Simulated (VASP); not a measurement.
The system is PbSe.

```xyz
2
Lattice="0.1317 3.5549 3.5549 3.5549 0.1317 3.5549 3.5549 3.5549 0.1317" Properties=species:S:1:pos:R:3 pbc="T T T"
Pb    0.0167    0.0167    0.0167
Se    1.7937    1.7937    1.7937
```

This cell differs from its parent crystal: strain along [111] +5.8%.

Base run:

```yaml
Program: VASP 6.6.1
Functional: r2SCAN
Potentials_or_basis: VASP PAW PBE potentials, release 64 (Pb_d, Se)
Cutoff: 520 eV
k_mesh: 6 × 6 × 6
Occupations: gaussian, width 0.01 eV
Spin: no spin polarisation
```

Its results: band gap on the k mesh 1.09 eV (least direct gap 1.45 eV); pressure -1.8 GPa.

Task: The run is repeated on the same cell with these changes: functional from r2SCAN to PBE; occupations from gaussian, width 0.01 eV to fermi-dirac, width 0.02 eV. What comes out?

Result: Band gap on the k mesh 0.90 eV (least direct gap 1.25 eV); pressure -1.0 GPa.

Caveats: the structure was generated, so it needn't be the stable form of PbSe; spin-orbit coupling is left out, which moves the levels of the heavy elements; the PAW data sets were made with another functional, which shifts forces and pressure a little (at least some runs).

A k mesh can miss the band edges.
